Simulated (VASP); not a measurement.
# Mg3CdSe4 (P-4m2) in VASP: notebook

Mg3CdSe4 is run at these levels: PBE; tasks: single point, relaxation of cell and atoms.

All numbers are computed with VASP 6.6.1; they aren't measurements. Logs are shortened: lines on timing, memory, paths and dates and some standing lists are left out, and cuts for length are marked.

## Step 1: The cell of the first run

Symmetry: P-4m2, No. 115, tetragonal system. The conventional cell has a = 4.285 Å, b = 4.285 Å, c = 11.997 Å, α = 90.00°, β = 90.00°, γ = 90.00°. Mg (site symmetry 2mm) has 4 Se at 2.59 to 2.60 Å within 3.4 Å. Within 3.4 Å of Mg (site symmetry -4m2) lie 4 Se at 2.60 Å. Within 3.5 Å of Cd (site symmetry -4m2) lie 4 Se at 2.67 Å. Within 3.4 Å of Se (site symmetry 2mm) lie 4 Mg at 2.60 Å. Within 3.4 Å of Se (site symmetry 2mm) lie 2 Mg at 2.59 Å and 2 Cd at 2.67 Å.

## Step 2: Single point, PBE

The input, INCAR:

```
PREC = Accurate ; ENCUT = 520
EDIFF = 1E-6 ; ISMEAR = 0
SIGMA = 0.1 ; LREAL = False
LASPH = True ; NELM = 100
ALGO = Normal ; ISIF = 2
LWAVE = False ; LCHARG = False
GGA = PE ; NBANDS = 31
```

The input, KPOINTS:

```
Automatic mesh
0
Gamma
  4 4 2
```

The input, POSCAR:

```
Mg3CdSe4
1.0
    4.2849250176      0.0000000000      0.0000000000
    0.0000000000      4.2849250176      0.0000000000
    0.0000000000      0.0000000000     11.9972959853
Mg Cd Se
3 1 4
Direct
    0.0000000000      0.0000000000      0.7545854929
    0.5000000000      0.5000000000      0.0000000000
    0.0000000000      0.0000000000      0.2454145071
    0.5000000000      0.5000000000      0.5000000000
    0.5000000000      0.0000000000      0.1227152128
    0.0000000000      0.5000000000      0.3666313236
    0.5000000000      0.0000000000      0.6333686764
    0.0000000000      0.5000000000      0.8772847872
```

Potentials or basis: VASP PAW PBE potentials, release 64 (Mg, Cd, Se).

The run is started by

```
> cat potpaw_PBE.64/Mg/POTCAR potpaw_PBE.64/Cd/POTCAR potpaw_PBE.64/Se/POTCAR > POTCAR
> mpirun -np 1 vasp_std > vasp.out
```

OUTCAR:

```text
PREC = Accurate
   ENCUT = 520
   EDIFF = 1E-6
   ISMEAR = 0
   LREAL = False
   LASPH = True
   NELM = 100
   ISIF = 2
   GGA = PE

 ion  position               nearest neighbor table
   1  0.000  0.000  0.755-   7 2.59   7 2.59   8 2.60   8 2.60
   2  0.500  0.500  0.000-   5 2.60   8 2.60   5 2.60   8 2.60
   3  0.000  0.000  0.245-   6 2.59   6 2.59   5 2.60   5 2.60
   4  0.500  0.500  0.500-   6 2.67   7 2.67   7 2.67   6 2.67
   5  0.500  0.000  0.123-   3 2.60   3 2.60   2 2.60   2 2.60
   6  0.000  0.500  0.367-   3 2.59   3 2.59   4 2.67   4 2.67
   7  0.500  0.000  0.633-   1 2.59   1 2.59   4 2.67   4 2.67
   8  0.000  0.500  0.877-   1 2.60   1 2.60   2 2.60   2 2.60

  LATTYP: Found a simple tetragonal cell.
 ALAT       =     4.2849250176
 C/A-ratio  =     2.7998846972

  Lattice vectors:

 A1 = (   4.2849250176,   0.0000000000,   0.0000000000)
 A2 = (   0.0000000000,   4.2849250176,   0.0000000000)
 A3 = (   0.0000000000,   0.0000000000,  11.9972959853)

Analysis of symmetry for initial positions (statically):
=====================================================================
 Subroutine PRICEL returns:
 Original cell was already a primitive cell.

 Routine SETGRP: Setting up the symmetry group for a
 simple tetragonal supercell.

 Subroutine GETGRP returns: Found  8 space group operations
 (whereof  8 operations were pure point group operations)
 out of a pool of 16 trial point group operations.

The static configuration has the point symmetry D_2d.

Analysis of symmetry for dynamics (positions and initial velocities):
=====================================================================
 Subroutine PRICEL returns:
 Original cell was already a primitive cell.

 Routine SETGRP: Setting up the symmetry group for a
 simple tetragonal supercell.

 Subroutine GETGRP returns: Found  8 space group operations
 (whereof  8 operations were pure point group operations)
 out of a pool of 16 trial point group operations.

The dynamic configuration has the point symmetry D_2d.

 Subroutine INISYM returns: Found  8 space group operations
 (whereof  8 operations are pure point group operations),
 and found     1 'primitive' translations

----------------------------------------------------------------------------------------

                                     Primitive cell

  volume of cell :     220.2773

  direct lattice vectors                    reciprocal lattice vectors
     4.284925018  0.000000000  0.000000000     0.233376313  0.000000000  0.000000000
     0.000000000  4.284925018  0.000000000     0.000000000  0.233376313  0.000000000
     0.000000000  0.000000000 11.997295985     0.000000000  0.000000000  0.083352115

  length of vectors
     4.284925018  4.284925018 11.997295985     0.233376313  0.233376313  0.083352115

  position of ions in fractional coordinates (direct lattice)
     0.000000000  0.000000000  0.754585493
     0.500000000  0.500000000  0.000000000
     0.000000000  0.000000000  0.245414507
     0.500000000  0.500000000  0.500000000
     0.500000000  0.000000000  0.122715213
     0.000000000  0.500000000  0.366631324
     0.500000000  0.000000000  0.633368676
     0.000000000  0.500000000  0.877284787

  ion indices of the primitive-cell ions
   primitive index   ion index
                 1           1
                 2           2
                 3           3
                 4           4
                 5           5
                 6           6
                 7           7
                 8           8

----------------------------------------------------------------------------------------

 KPOINTS: Automatic mesh

Automatic generation of k-mesh.
 Grid dimensions read from file:
 generate k-points for:    4    4    2

 Generating k-lattice:

  Cartesian coordinates                     Fractional coordinates (reciprocal lattice)
     0.058344078  0.000000000  0.000000000     0.250000000  0.000000000  0.000000000
     0.000000000  0.058344078  0.000000000     0.000000000  0.250000000  0.000000000
     0.000000000  0.000000000  0.041676058     0.000000000  0.000000000  0.500000000

  Length of vectors
     0.058344078  0.058344078  0.041676058

  Shift w.r.t. Gamma in fractional coordinates (k-lattice)
     0.000000000  0.000000000  0.000000000

 Subroutine IBZKPT returns following result:
 ===========================================

 Found     12 irreducible k-points:

 Following reciprocal coordinates:
            Coordinates               Weight
  0.000000  0.000000  0.000000      1.000000
  0.250000  0.000000  0.000000      4.000000
  0.500000  0.000000  0.000000      2.000000
  0.250000  0.250000  0.000000      4.000000
  0.500000  0.250000  0.000000      4.000000
  0.500000  0.500000  0.000000      1.000000
  0.000000  0.000000  0.500000      1.000000
  0.250000  0.000000  0.500000      4.000000
  0.500000  0.000000  0.500000      2.000000
  0.250000  0.250000  0.500000      4.000000
[... 105 lines left out ...]
     30       7.3067      0.00000
     31       7.3594      0.00000

 k-point     4 :       0.2500    0.2500    0.0000
  band No.  band energies     occupation
      1     -10.9147      2.00000
      2     -10.7896      2.00000
      3     -10.6710      2.00000
      4     -10.4914      2.00000
      5      -6.6319      2.00000
      6      -6.5742      2.00000
[... 23 lines left out ...]
     30       7.5121      0.00000
     31       7.6545      0.00000

 k-point     5 :       0.5000    0.2500    0.0000
  band No.  band energies     occupation
      1     -10.7496      2.00000
      2     -10.7335      2.00000
      3     -10.5335      2.00000
      4     -10.5335      2.00000
      5      -6.6002      2.00000
      6      -6.5152      2.00000
[... 23 lines left out ...]
     30       7.8749      0.00000
     31       7.8779      0.00000

 k-point     6 :       0.5000    0.5000    0.0000
  band No.  band energies     occupation
      1     -10.6709      2.00000
      2     -10.6709      2.00000
      3     -10.4476      2.00000
      4     -10.4476      2.00000
      5      -6.5528      2.00000
      6      -6.5256      2.00000
[... 23 lines left out ...]
     30       7.7699      0.00000
     31       7.7699      0.00000

 k-point     7 :       0.0000    0.0000    0.5000
  band No.  band energies     occupation
      1     -11.1289      2.00000
      2     -11.0845      2.00000
      3     -10.7190      2.00000
      4     -10.5447      2.00000
      5      -6.6649      2.00000
      6      -6.6649      2.00000
[... 23 lines left out ...]
     30       7.6038      0.00000
     31       7.6038      0.00000

 k-point     8 :       0.2500    0.0000    0.5000
  band No.  band energies     occupation
      1     -11.0029      2.00000
      2     -10.9455      2.00000
      3     -10.6899      2.00000
      4     -10.5319      2.00000
      5      -6.6581      2.00000
      6      -6.6331      2.00000
[... 23 lines left out ...]
     30       7.4714      0.00000
     31       7.6659      0.00000

 k-point     9 :       0.5000    0.0000    0.5000
  band No.  band energies     occupation
      1     -10.8247      2.00000
      2     -10.7953      2.00000
      3     -10.6153      2.00000
      4     -10.6151      2.00000
      5      -6.6510      2.00000
      6      -6.5871      2.00000
[... 23 lines left out ...]
     30       7.4576      0.00000
     31       7.5119      0.00000

 k-point    10 :       0.2500    0.2500    0.5000
  band No.  band energies     occupation
      1     -10.8939      2.00000
      2     -10.8322      2.00000
      3     -10.6404      2.00000
      4     -10.5001      2.00000
      5      -6.6319      2.00000
      6      -6.5742      2.00000
[... 23 lines left out ...]
     30       7.3038      0.00000
     31       7.5510      0.00000

 k-point    11 :       0.5000    0.2500    0.5000
  band No.  band energies     occupation
      1     -10.7496      2.00000
      2     -10.7335      2.00000
      3     -10.5336      2.00000
      4     -10.5335      2.00000
      5      -6.6002      2.00000
      6      -6.5152      2.00000
[... 23 lines left out ...]
     30       7.8020      0.00000
     31       7.9022      0.00000

 k-point    12 :       0.5000    0.5000    0.5000
  band No.  band energies     occupation
      1     -10.6709      2.00000
      2     -10.6709      2.00000
      3     -10.4476      2.00000
      4     -10.4476      2.00000
      5      -6.5528      2.00000
      6      -6.5256      2.00000
[... 23 lines left out ...]
     30       9.3168      0.00000
     31       9.3192      0.00000

------------------------ aborting loop because EDIFF is reached ----------------------------------------

  FORCE on cell =-STRESS in cart. coord.  units (eV):
  Direction    XX          YY          ZZ          XY          YZ          ZX
  --------------------------------------------------------------------------------------
  -------------------------------------------------------------------------------------
  Total        0.2698437      0.2698437      0.1960180      0.0000000      0.0000000     -0.0000000
  in kB        1.9626959      1.9626959      1.4257278      0.0000000      0.0000000     -0.0000000
  external PRESSURE =       1.7837065 kB  Pullay stress =       0.0000000 kB

 VOLUME and BASIS-vectors are now :
 -----------------------------------------------------------------------------
  energy-cutoff  :      520.00
  volume of cell :      220.28
      direct lattice vectors                 reciprocal lattice vectors
     4.284925018  0.000000000  0.000000000     0.233376313  0.000000000  0.000000000
     0.000000000  4.284925018  0.000000000     0.000000000  0.233376313  0.000000000
     0.000000000  0.000000000 11.997295985     0.000000000  0.000000000  0.083352115

 POSITION                                       TOTAL-FORCE (eV/Angst)
 -----------------------------------------------------------------------------------
      0.00000      0.00000      9.05299        -0.000000      0.000000      0.015801
      2.14246      2.14246      0.00000        -0.000000      0.000000      0.000000
      0.00000      0.00000      2.94431        -0.000000      0.000000     -0.015801
      2.14246      2.14246      5.99865         0.000000     -0.000000      0.000000
      2.14246      0.00000      1.47225        -0.000000      0.000000     -0.001369
      0.00000      2.14246      4.39858        -0.000000      0.000000     -0.008493
      2.14246      0.00000      7.59871        -0.000000      0.000000      0.008493
      0.00000      2.14246     10.52505        -0.000000      0.000000      0.001369
 -----------------------------------------------------------------------------------
    total drift:                                0.000000      0.000000     -0.000000

  FREE ENERGIE OF THE ION-ELECTRON SYSTEM (eV)
  ---------------------------------------------------
  free  energy   TOTEN  =       -28.0077004540 eV

  energy  without entropy=      -28.0077004540  energy(sigma->0) =      -28.00770045
```

It took 38 s on 1 thread of Intel Xeon 6975P-C (Granite Rapids), shared host; peak memory 0.32 GiB.

What came out:

```
Free energy            : -28.0077 eV
Pressure               : 0.2 GPa
Largest force          : 0.016 eV/Å
Band gap on the k mesh : 1.88 eV
```

Forces in eV/Å, atoms in the order of the input:
```
Mg   0.000  0.000  0.016
Mg   0.000  0.000  0.000
Mg   0.000  0.000 -0.016
Cd   0.000  0.000  0.000
Se   0.000  0.000 -0.001
Se   0.000  0.000 -0.008
Se   0.000  0.000  0.008
Se   0.000  0.000  0.001
```

## Step 3: Relaxation of cell and atoms, PBE

This run uses another cell than the first one, of 23.50 Å³/atom.

The input, INCAR:

```
SYSTEM = Mg3CdSe4
PREC     = Accurate       ! precision mode
ENCUT    = 600            ! plane-wave cutoff, eV
EDIFF    = 1E-6           ! SCF threshold, eV
ISMEAR   = 0              ! smearing method
SIGMA    = 0.1            ! smearing width, eV
LREAL    = .False.        ! projectors in reciprocal space
LASPH    = .True.         ! aspherical terms in the spheres
NELM     = 80             ! most SCF steps
ALGO     = Normal         ! electronic algorithm
ISIF     = 3              ! what is computed and relaxed
LWAVE    = .False.        ! write WAVECAR
LCHARG   = .False.        ! write CHGCAR
GGA      = PE             ! functional
IBRION   = 2              ! ionic algorithm
NSW      = 90             ! ionic steps
EDIFFG   = -0.04          ! ionic threshold
```

The input, KPOINTS:

```
Automatic mesh
0
Gamma
  4 4 2
  0 0 0
```

The input, POSCAR:

```
Mg3CdSe4
1.0
    4.0509000600      0.0000000000      0.0000000000
    0.0000000000      4.0509000600      0.0000000000
    0.0000000000      0.0000000000     11.4576756100
Mg Cd Se
3 1 4
Direct
    0.0000000000      0.0000000000      0.7500000000
    0.5000000000      0.5000000000      0.0000000000
    0.0000000000      0.0000000000      0.2500000000
    0.5000000000      0.5000000000      0.5000000000
    0.5000000000      0.0000000000      0.1250000000
    0.0000000000      0.5000000000      0.3750000000
    0.5000000000      0.0000000000      0.6250000000
    0.0000000000      0.5000000000      0.8750000000
```

Potentials or basis: VASP PAW PBE potentials, release 64 (Mg, Cd, Se).

The run is started by

```
> cat potpaw_PBE.64/Mg/POTCAR potpaw_PBE.64/Cd/POTCAR potpaw_PBE.64/Se/POTCAR > POTCAR
> mpirun -np 1 vasp_std > vasp.out
```

Run time: 3.6 min. Hardware: 1 thread of Intel Xeon 6975P-C (Granite Rapids), shared host; peak memory 0.36 GiB.

Results (log left out):

```yaml
Free_energy: -28.0060 eV
Relaxed_volume: 27.63 Å³/atom
Relaxed_cell: a = 4.295 Å, b = 4.295 Å, c = 11.984 Å, α = 90.00°, β = 90.00°, γ = 90.00°
Space_group_after_relaxing_to_0.1_Å: P-4m2 (No. 115)
Energy_gained_by_relaxing: 132.1 meV/atom
Ionic_steps: 10
Pressure_after_relaxing: 0.0 GPa
Largest_force_after_relaxing: 0.015 eV/Å
Band_gap_on_the_k_mesh: 1.86 eV
```

Forces on the atoms (eV/Å):
```
Mg   0.000  0.000 -0.002
Mg   0.000  0.000  0.000
Mg   0.000  0.000  0.002
Cd   0.000  0.000  0.000
Se   0.000  0.000  0.002
Se   0.000  0.000 -0.015
Se   0.000  0.000  0.015
Se   0.000  0.000 -0.002
```

Step by step:
| step | energy change (eV) | largest force (eV/Å) | pressure (GPa) | volume (Å³) |
| --- | --- | --- | --- | --- |
| 1 | 0.0000 | 1.1155 | 10.81 | 188.02 |
| 2 | -0.9392 | 0.1609 | -2.29 | 234.55 |
| 3 | -1.0316 | 0.2677 | -0.03 | 221.77 |
| 4 | -1.0315 | 0.2567 | -0.18 | 222.49 |
| 5 | -1.0391 | 0.1800 | -0.13 | 222.15 |
| 6 | -1.0495 | 0.1252 | 0.02 | 221.15 |
| 7 | -1.0530 | 0.0819 | 0.00 | 221.18 |
| 8 | -1.0554 | 0.0667 | -0.02 | 221.25 |
| 9 | -1.0555 | 0.0656 | -0.02 | 221.24 |
| 10 | -1.0565 | 0.0151 | 0.01 | 221.05 |

Final structure:
```
Mg Cd Se
1.0
     4.29481    0.00000    0.00000
     0.00000    4.29481    0.00000
     0.00000    0.00000   11.98384
Mg Cd Se
3 1 4
Direct
  0.00000 0.00000 0.75491
  0.50000 0.50000 0.00000
  0.00000 0.00000 0.24509
  0.50000 0.50000 0.50000
  0.50000 0.00000 0.12251
  0.00000 0.50000 0.36655
  0.50000 0.00000 0.63345
  0.00000 0.50000 0.87749
```

Levels at points of the mesh, in eV from the valence-band top:
| k point | band 17 | band 18 | band 19 | band 20 | band 21 | band 22 | band 23 | band 24 | band 25 | band 26 |
| --- | --- | --- | --- | --- | --- | --- | --- | --- | --- | --- |
| (0.00, 0.00, 0.00) | -0.72 | -0.72 | -0.07 | 0.00 | 0.00 | 1.86 | 3.37 | 4.17 | 4.21 | 4.44 |
| (0.50, 0.00, 0.00) | -0.68 | -0.62 | -0.52 | -0.43 | -0.24 | 3.16 | 3.86 | 4.86 | 5.08 | 5.92 |
| (0.50, 0.50, 0.00) | -1.58 | -1.30 | -1.27 | -1.27 | -1.25 | 3.33 | 3.33 | 3.94 | 4.91 | 5.21 |
| (0.00, 0.00, 0.50) | -0.74 | -0.47 | -0.47 | -0.10 | -0.10 | 2.68 | 3.18 | 3.63 | 3.89 | 4.64 |
| (0.50, 0.00, 0.50) | -0.86 | -0.69 | -0.68 | -0.62 | -0.24 | 3.46 | 4.41 | 4.45 | 4.46 | 5.96 |
| (0.50, 0.50, 0.50) | -1.45 | -1.45 | -1.45 | -1.41 | -1.41 | 3.93 | 3.93 | 4.17 | 4.17 | 4.27 |

Caveat: the volume moved by over 15 % at a fixed basis, so the end points are rough.

## Step 4: Single point, PBE

This run uses another cell than the first one, of 27.62 Å³/atom.

The input, INCAR:

```
  PREC = Accurate
  ENCUT = 520
  EDIFF = 1E-6
  ISMEAR = 0
  SIGMA = 0.02
  LREAL = F
  LASPH = T
  NELM = 80
  ALGO = Normal
  ISIF = 2
  LWAVE = F
  LCHARG = T
  GGA = PE
  LELF = T
  LVHAR = T
  NBANDS = 31
```

The input, KPOINTS:

```
Automatic mesh
0
Gamma
  6 6 4
```

The input, POSCAR:

```
Mg3CdSe4
1.0
    4.2840619631      0.0000000000      0.0000000000
    0.0000000000      4.2840619631      0.0000000000
    0.0000000000      0.0000000000     12.0372593064
Mg Cd Se
3 1 4
Direct
    0.0000000000      0.0000000000      0.7546136049
    0.5000000000      0.5000000000      0.0000000000
    0.0000000000      0.0000000000      0.2453863951
    0.5000000000      0.5000000000      0.5000000000
    0.5000000000      0.0000000000      0.1226959202
    0.0000000000      0.5000000000      0.3670790743
    0.5000000000      0.0000000000      0.6329209257
    0.0000000000      0.5000000000      0.8773040798
```

The run is started by

```
> cat potpaw_PBE.64/Mg/POTCAR potpaw_PBE.64/Cd/POTCAR potpaw_PBE.64/Se/POTCAR > POTCAR
> mpirun -np 1 vasp_std > vasp.out
```

Wall time 91 s (1 thread of Intel Xeon 6975P-C (Granite Rapids), shared host); peak memory 0.42 GiB.

Results (log left out):

```
Free energy            : -28.0395 eV
Pressure               : 0.0 GPa
Largest force          : 0.037 eV/Å
Band gap on the k mesh : 1.86 eV
```

Forces in eV/Å, atoms in the order of the input:
```
Mg   0.000  0.000 -0.001
Mg   0.000  0.000  0.000
Mg   0.000  0.000  0.001
Cd   0.000  0.000  0.000
Se   0.000  0.000  0.000
Se   0.000  0.000 -0.037
Se   0.000  0.000  0.037
Se   0.000  0.000  0.000
```

Levels at points of the mesh, in eV from the valence-band top:
```tsv
k point	band 17	band 18	band 19	band 20	band 21	band 22	band 23	band 24	band 25	band 26
(0.00, 0.00, 0.00)	-0.71	-0.71	-0.09	0.00	0.00	1.86	3.37	4.16	4.19	4.47
(0.50, 0.00, 0.00)	-0.67	-0.61	-0.54	-0.45	-0.23	3.16	3.86	4.87	5.10	5.93
(0.50, 0.50, 0.00)	-1.58	-1.32	-1.28	-1.28	-1.27	3.32	3.32	3.93	4.89	5.18
(0.00, 0.00, 0.50)	-0.76	-0.47	-0.47	-0.09	-0.09	2.68	3.17	3.62	3.88	4.66
(0.50, 0.00, 0.50)	-0.88	-0.67	-0.67	-0.61	-0.24	3.47	4.42	4.45	4.46	5.96
(0.50, 0.50, 0.50)	-1.46	-1.46	-1.46	-1.42	-1.42	3.91	3.91	4.16	4.16	4.27
```

## Step 5: The runs side by side

```csv
task,cell,k mesh,cutoff (eV),smearing,gap on the mesh (eV),pressure (GPa),largest force (eV/Å)
single point,"a = 4.285, b = 4.285, c = 11.997 Å, 8 atoms, atomic positions A",4 × 4 × 2,520,gaussian 0.1 eV,1.88,0.2,0.02
relaxation of cell and atoms,"relaxed from a = 4.051, b = 4.051, c = 11.458 Å, 8 atoms, atomic positions B",4 × 4 × 2,600,gaussian 0.1 eV,1.86,0.0,0.02
single point,"a = 4.284, b = 4.284, c = 12.037 Å, 8 atoms, atomic positions C",6 × 6 × 4,520,gaussian 0.02 eV,1.86,0.0,0.04
```

Alike in all rows: level PBE; potentials or basis VASP PAW PBE potentials, release 64 (Mg, Cd, Se); no spin polarisation.

Caveats: the volume moved by over 15 % at a fixed basis, so the end points are rough (at least some runs).

Total energies depend on the potentials used, so only differences within one code and one set of settings carry meaning.
